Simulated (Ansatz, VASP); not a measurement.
W2Cl in VASP and in Ansatz

INCAR

```
SYSTEM = W2Cl
PREC = Accurate
ENCUT = 520
EDIFF = 1E-6
ISMEAR = 0
SIGMA = 0.1
LREAL = .False.
LASPH = .True.
NELM = 60
ALGO = Normal
ISIF = 2
LWAVE = .False.
LCHARG = .False.
GGA = PE
NBANDS = 44
```

KPOINTS

```
regular mesh
0
Gamma
  6 6 2
  0 0 0
```

Contents of POSCAR:

```
W2Cl
1.0
    3.1552045700      0.0000000000      0.0000000000
   -1.5776022800      2.7324873100      0.0000000000
    0.0000000000      0.0000000000     13.0555760800
W Cl
4 2
Direct
    0.3333333300      0.6666666700      0.8710007700
    0.6666666700      0.3333333300      0.3710007700
    0.3333333300      0.6666666700      0.6289992300
    0.6666666700      0.3333333300      0.1289992300
    0.6666666700      0.3333333300      0.7500000000
    0.3333333300      0.6666666700      0.2500000000
```

Input for Ansatz:

```yaml
crystal:
  lattice:
    - [3.15520457, 0.0, 0.0]
    - [-1.57760228, 2.73248731, 0.0]
    - [0.0, 0.0, 13.05557608]
  atoms:
    - { symbol: W, position: [0.33333333, 0.66666667, 0.87100077] }
    - { symbol: W, position: [0.66666667, 0.33333333, 0.37100077] }
    - { symbol: W, position: [0.33333333, 0.66666667, 0.62899923] }
    - { symbol: W, position: [0.66666667, 0.33333333, 0.12899923] }
    - { symbol: Cl, position: [0.66666667, 0.33333333, 0.75] }
    - { symbol: Cl, position: [0.33333333, 0.66666667, 0.25] }
basis:
  ecutwfc: 420
kpoints:
  mp_grid: { grid: [6, 6, 2] }
hamiltonian:
  xc: pbe
scf:
  occupations: { method: gaussian, width: 0.1 }
  lower_state_search: "off"
output:
  forces: true
  stress: true
  eigenvalues: true
```

Change from the starting cell: species swapped into the WSe2 type (P6_3/mmc, No. 194).

Alike in both runs: task single point; functional PBE; k mesh 6 × 6 × 2; occupations gaussian, width 0.1 eV; no spin polarisation.

|  | VASP | Ansatz |
| --- | --- | --- |
| version | VASP 6.6.1 | Ansatz 0.2.0 |
| potentials or method | VASP PAW PBE potentials, release 64 (W_sv, Cl), cutoff 520 eV | scalar-relativistic, plane waves, PAW |
| valence electrons in the cell | 70 | 70 |

```csv
,VASP,Ansatz,Ansatz less VASP
gap on the k mesh at the Fermi level (eV),none,none,-
pressure (GPa),-15.2,-15.9,-0.74
"traceless stress, the component that is largest in VASP (GPa)",0.01,-0.21,-0.222
rms of the force components (eV/Å),1.110,1.057,-0.0538
```

Atom by atom the forces differ by 0.054 eV/Å (rms over components). A gap of «none» marks a metal or a gap that the smearing closes. The functional is the same, so the differences come from potentials, cutoffs and numerics.

The k mesh is coarse, so the values compare programs but aren't converged. Spin-orbit coupling is off throughout.
